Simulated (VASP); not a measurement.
Wanted: the native input for a VASP 6.6.1 run.

| Quantity | Value |
| --- | --- |
| Task | single point |
| Functional | PBEsol |
| Potentials or basis | VASP PAW PBE potentials, release 64 (Ta_pv, N) |
| Cutoff | 520 eV |
| k mesh | 20 × 20 × 20 |
| Occupations | gaussian, width 0.15 eV |
| Spin | no spin polarisation |
| Dipole correction | no |
| Further INCAR settings | ALGO = Normal; EDIFF = 1e-06; NBANDS = 15 |

The structure of TaN lies in POSCAR:

```
TaN
1.0
    0.0877016528      2.1925413199      2.1925413199
    2.1925413199      0.0877016528      2.1925413199
    2.1925413199      2.1925413199      0.0877016528
Ta N
1 1
Direct
    0.5000000000      0.5000000000      0.5000000000
    0.0000000000      0.0000000000      0.0000000000
```

The input as run:

INCAR

```
SYSTEM = TaN
  ALGO = Normal
  EDIFF = 1E-6
  ENCUT = 520
  GGA = PS
  ISIF = 2
  ISMEAR = 0
  LASPH = .TRUE.
  LCHARG = .FALSE.
  LREAL = .FALSE.
  LWAVE = .FALSE.
  NBANDS = 15
  NELM = 80
  PREC = Accurate
  SIGMA = 0.15
```

KPOINTS

```
k-points
0
G
  20 20 20
  0 0 0
```

Potentials or basis: VASP PAW PBE potentials, release 64 (Ta_pv, N).

Run with:

```console
$ cat potpaw_PBE.64/Ta_pv/POTCAR potpaw_PBE.64/N/POTCAR > POTCAR
$ mpirun -np 1 vasp_std > vasp.out
```

Results of the run:

- Pressure: 23.9 GPa
- Band gap on the k mesh: zero (bands 8 and 9 overlap by 3.81 eV)

Caveat: the cell stands under pressure; the PAW data sets were made with another functional, which shifts forces and pressure a little; spin-orbit coupling is left out, which moves the levels of the heavy elements.

Wall time 89 s on 1 thread of Intel(R) Xeon(R) Platinum 8559C (Emerald Rapids), on a shared host, peak memory 0.34 GiB.
